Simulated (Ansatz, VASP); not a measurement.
# Os in VASP and in Ansatz

```xyz
1
Lattice="0.0000 1.9158 1.9450 1.9158 0.0000 1.9450 1.9158 1.9158 0.0000" Properties=species:S:1:pos:R:3 pbc="T T T"
Os    0.0000    0.0000    0.0000
```

Change from the starting cell: strain -0.015 along x and y, +0.000 along z, atoms carried along.

Alike in both runs: task single point; functional PBEsol; k mesh 20 × 20 × 20; occupations gaussian, width 0.15 eV; no spin polarisation.

|  | VASP | Ansatz |
| --- | --- | --- |
| version | VASP 6.6.1 | Ansatz 0.2.0 |
| potentials or method | VASP PAW PBE potentials, release 64 (Os), cutoff 520 eV | scalar-relativistic, plane waves, PAW |
| valence electrons in the cell | 8 | 16 |

|  | VASP | Ansatz | Ansatz less VASP |
| --- | --- | --- | --- |
| gap on the k mesh at the Fermi level (eV) | none | none | - |
| pressure (GPa) | -9.2 | -9.4 | -0.26 |
| traceless stress, the component that is largest in VASP (GPa) | -3.06 | -3.06 | 0.000 |

VASP's potentials were made for PBE, not for PBEsol. A gap of «none» marks a metal or a gap that the smearing closes. VASP's potentials hold 8 valence electrons a cell and Ansatz's 16, so a difference there can come from the potentials and not from the codes.

Neither program's run includes spin-orbit coupling.
